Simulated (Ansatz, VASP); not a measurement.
# One calculation of MgO, two programs

```xyz
4
Lattice="3.4948 0.0000 0.0000 -1.7474 3.0266 0.0000 0.0000 0.0000 3.9850" Properties=species:S:1:pos:R:3 pbc="T T T"
Mg    1.7474    1.0089    2.9888
Mg    0.0000    2.0177    0.9962
O     1.7474    1.0089    0.9962
O     0.0000    2.0177    2.9888
```

Alike in both runs: task single point; functional PBEsol; k mesh 9 × 9 × 6; occupations gaussian, width 0.05 eV; no spin polarisation.

|  | VASP | Ansatz |
| --- | --- | --- |
| version | VASP 6.6.1 | Ansatz 0.2.0 |
| potentials or method | VASP PAW PBE potentials, release 64 (Mg, O), cutoff 520 eV | scalar-relativistic, plane waves, PAW |
| valence electrons in the cell | 16 | 32 |

```csv
,VASP,Ansatz,Ansatz less VASP
gap on the k mesh at the Fermi level (eV),3.57,3.58,+0.008
least direct gap on the mesh (eV),3.57,3.58,+0.008
pressure (GPa),8.3,8.6,+0.32
"traceless stress, the component that is largest in VASP (GPa)",9.04,9.01,-0.027
```

VASP's potentials were made for PBE, not for PBEsol, and Ansatz warns of the same on its side. VASP's potentials hold 16 valence electrons a cell and Ansatz's 32, so a difference there can come from the potentials and not from the codes.
